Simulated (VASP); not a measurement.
Set up this calculation in VASP 6.6.1, as the native input.

```yaml
Task: single point
Functional: LDA
Potentials_or_basis: VASP PAW LDA potentials, release 64 (Sn_d)
Cutoff: 520 eV
k_mesh: 17 × 17 × 16
Occupations: fermi-dirac, width 0.05 eV
Spin: no spin polarisation
Dipole_correction: no
Further_INCAR_settings: ALGO = Normal; EDIFF = 1e-06; NBANDS = 13
```

The structure of Sn lies in POSCAR:

```
Sn
1.0
    2.5046174046      0.0000000000      0.0000000000
   -1.2523087023      2.1690622991      0.0000000000
    0.0000000000      0.0000000000      2.3436473192
Sn
1
Direct
    0.0000000000      0.0000000000      0.0000000000
```

These files were run (other wordings do the same):

INCAR

```
PREC     = Accurate       # precision mode
ENCUT    = 520            # plane-wave cutoff, eV
EDIFF    = 1E-6           # SCF threshold, eV
ISMEAR   = -1             # smearing method
SIGMA    = 0.05           # smearing width, eV
LREAL    = F              # projectors in reciprocal space
LASPH    = T              # aspherical terms in the spheres
NELM     = 100            # most SCF steps
ALGO     = Normal         # electronic algorithm
ISIF     = 2              # what is computed and relaxed
LWAVE    = F              # write WAVECAR
LCHARG   = F              # write CHGCAR
NBANDS   = 13             # bands
```

KPOINTS

```
Automatic mesh
0
Gamma
  17 17 16
```

Potentials or basis: VASP PAW LDA potentials, release 64 (Sn_d).

Run with:

```console
$ cat potpaw_LDA.64/Sn_d/POTCAR > POTCAR
$ mpirun -np 1 vasp_std > vasp.out
```

It gave:

```yaml
Pressure: 242.6 GPa
Band_gap_on_the_k_mesh: zero (band 7 reaches 30.06 eV, above the bottom of band 8 at 16.56 eV)
```

Caveat: spin-orbit coupling is left out, which moves the levels of the heavy elements.

Wall time 14 s on 1 thread of Intel(R) Xeon(R) 6975P-C (Granite Rapids), with other jobs on the host, peak memory 0.15 GiB.
